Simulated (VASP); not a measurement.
# Ti (Im-3m) in VASP: notebook, part 2 of 2

VASP 6.6.1. Earlier steps stand in the parts before.

## 3. Single point, PBEsol

File INCAR:

```
SYSTEM = Ti
ALGO = Normal
EDIFF = 1E-6
ENCUT = 520
GGA = PS
ISIF = 2
ISMEAR = -1
LASPH = .True.
LCHARG = .False.
LREAL = .False.
LWAVE = .False.
NBANDS = 12
NELM = 80
PREC = Accurate
SIGMA = 0.08
```

File KPOINTS:

```
k-points
0
Gamma
  17 17 17
  0 0 0
```

File POSCAR:

```
Ti
1.0
   -1.6033504152      1.6033504152      1.6033504152
    1.6033504152     -1.6033504152      1.6033504152
    1.6033504152      1.6033504152     -1.6033504152
Ti
1
Direct
    0.0000000000      0.0000000000      0.0000000000
```

Potentials or basis: VASP PAW PBE potentials, release 64 (Ti_sv).

Run with:

```sh
> cat potpaw_PBE.64/Ti_sv/POTCAR > POTCAR
> mpirun -np 1 vasp_std > vasp.out
```

OUTCAR:

```text
SYSTEM = Ti
   EDIFF = 1E-6
   ENCUT = 520
   GGA = PS
   ISIF = 2
   ISMEAR = -1
   LASPH = .True.
   LREAL = .False.
   NELM = 80
   PREC = Accurate

 ion  position               nearest neighbor table
   1  0.000  0.000  0.000-

  LATTYP: Found a body centered cubic cell.
 ALAT       =     3.2067008304

  Lattice vectors:

 A1 = (  -1.6033504152,   1.6033504152,   1.6033504152)
 A2 = (   1.6033504152,  -1.6033504152,   1.6033504152)
 A3 = (   1.6033504152,   1.6033504152,  -1.6033504152)

Analysis of symmetry for initial positions (statically):
=====================================================================
 Subroutine PRICEL returns:
 Original cell was already a primitive cell.

 Routine SETGRP: Setting up the symmetry group for a
 body centered cubic supercell.

 Subroutine GETGRP returns: Found 48 space group operations
 (whereof 48 operations were pure point group operations)
 out of a pool of 48 trial point group operations.

The static configuration has the point symmetry O_h .

Analysis of symmetry for dynamics (positions and initial velocities):
=====================================================================
 Subroutine PRICEL returns:
 Original cell was already a primitive cell.

 Routine SETGRP: Setting up the symmetry group for a
 body centered cubic supercell.

 Subroutine GETGRP returns: Found 48 space group operations
 (whereof 48 operations were pure point group operations)
 out of a pool of 48 trial point group operations.

The dynamic configuration has the point symmetry O_h .

 Subroutine INISYM returns: Found 48 space group operations
 (whereof 48 operations are pure point group operations),
 and found     1 'primitive' translations

----------------------------------------------------------------------------------------

[... 109 lines left out ...]
     AMIX     =   0.40;   BMIX     =  1.00
     AMIX_MAG =   1.60;   BMIX_MAG =  1.00
  volume/ion in A,a.u.               =      16.49       111.26
  Fermi-wavevector in a.u.,A,eV,Ry     =   1.472607  2.782823 29.505197  2.168571
  Thomas-Fermi vector in A             =   2.587601
   LORBIT       =      0    0 simple, 1 ext, 2 COOP (PROOUT), +10 PAW based schemes
   GGA     = PS    functional components
   LHFCALC =     F    Hartree Fock is set to
   AEXX    =    0.0000 exact exchange contribution
   IVDW    =     0    specifies the selected vdW correction
   LEPSILON=     F    determine dielectric tensor
   LRPA    =     F    only Hartree local field effects (RPA)
 non-spin polarized calculation
  energy-cutoff  :      520.00
  volume of cell :       16.49
 maximum number of plane-waves:       458
 NGX is ok and might be reduce to    24
   NGX = 11   NGY = 11   NGZ = 11

 number of electron      12.0000001 magnetization

 Free energy of the ion-electron system (eV)
  ---------------------------------------------------
  ext. energy  EPLUGINS =         0.00000000
  ---------------------------------------------------
  free energy    TOTEN  =        -8.25841647 eV

  energy without entropy =       -8.21274523  energy(sigma->0) =       -8.23558085

 E-fermi :   8.5037     XC(G=0): -11.8824

 val. band max:        8.4973522701   @ k =   0.2353   0.2353   0.0000
 cond. band min:       8.5139308363   @ k =  -0.2941  -0.4706   0.0588
 fundamental gap:      0.0165785662
 Fermi energy:         8.5037287908

 k-point     1 :       0.0000    0.0000    0.0000
  band No.  band energies     occupation
      1     -47.6897      2.00000
      2     -23.5734      2.00000
      3     -23.5733      2.00000
      4     -23.5733      2.00000
      5       2.4442      2.00000
      6       9.5358      0.00000
      7       9.5358      0.00000
      8       9.5358      0.00000
      9      11.4255      0.00000
     10      11.4255      0.00000
     11      26.2979      0.00000
     12      26.2979      0.00000
[... 331 lines left out ...]
 k-point    24 :       0.1765    0.1765    0.0000
  band No.  band energies     occupation
      1     -47.5782      2.00000
      2     -24.0873      2.00000
      3     -23.7400      2.00000
      4     -23.6256      2.00000
      5       5.2168      2.00000
      6       8.4515      1.31544
      7       8.6559      0.25984
      8      10.9407      0.00000
      9      11.7338      0.00000
     10      11.9396      0.00000
     11      22.5638      0.00000
     12      22.8398      0.00000

 [... further k-points ...]
[... 5 lines left out ...]
  --------------------------------------------------------------------------------------
  -------------------------------------------------------------------------------------
  Total        0.0314051      0.0314051      0.0314051     -0.0000000     -0.0000000      0.0000000
  in kB        3.0518699      3.0518699      3.0518699     -0.0000000     -0.0000000      0.0000000
  external PRESSURE =       3.0518699 kB  Pullay stress =       0.0000000 kB

 VOLUME and BASIS-vectors are now :
 -----------------------------------------------------------------------------
  energy-cutoff  :      520.00
  volume of cell :       16.49
      direct lattice vectors                 reciprocal lattice vectors
    -1.603350415  1.603350415  1.603350415     0.000000000  0.311846989  0.311846989
     1.603350415 -1.603350415  1.603350415     0.311846989  0.000000000  0.311846989
     1.603350415  1.603350415 -1.603350415     0.311846989  0.311846989  0.000000000

 POSITION                                       TOTAL-FORCE (eV/Angst)
 -----------------------------------------------------------------------------------
      0.00000      0.00000      0.00000        -0.000000      0.000000      0.000000
 -----------------------------------------------------------------------------------
    total drift:                               -0.000000     -0.000000      0.000000

  FREE ENERGIE OF THE ION-ELECTRON SYSTEM (eV)
  ---------------------------------------------------
  free  energy   TOTEN  =        -8.2584164712 eV

  energy  without entropy=       -8.2127452270  energy(sigma->0) =       -8.23558085
```

It took 69 s on 1 thread of AMD EPYC 7R13, shared host; peak memory 0.13 GiB.

What came out:

- Free energy: -8.2584 eV
- Pressure: 0.3 GPa
- Band gap on the k mesh: zero (band 6 reaches 9.54 eV, above the bottom of band 7 at 7.84 eV)

Levels at points of the mesh, in eV from the Fermi level:
```csv
k point,band 4,band 5,band 6,band 7,band 8,band 9
"(0.00, 0.00, 0.00)",-32.08,-6.06,1.03,1.03,1.03,2.92
```

Caveat: the PAW data sets were made with another functional, which shifts forces and pressure a little.
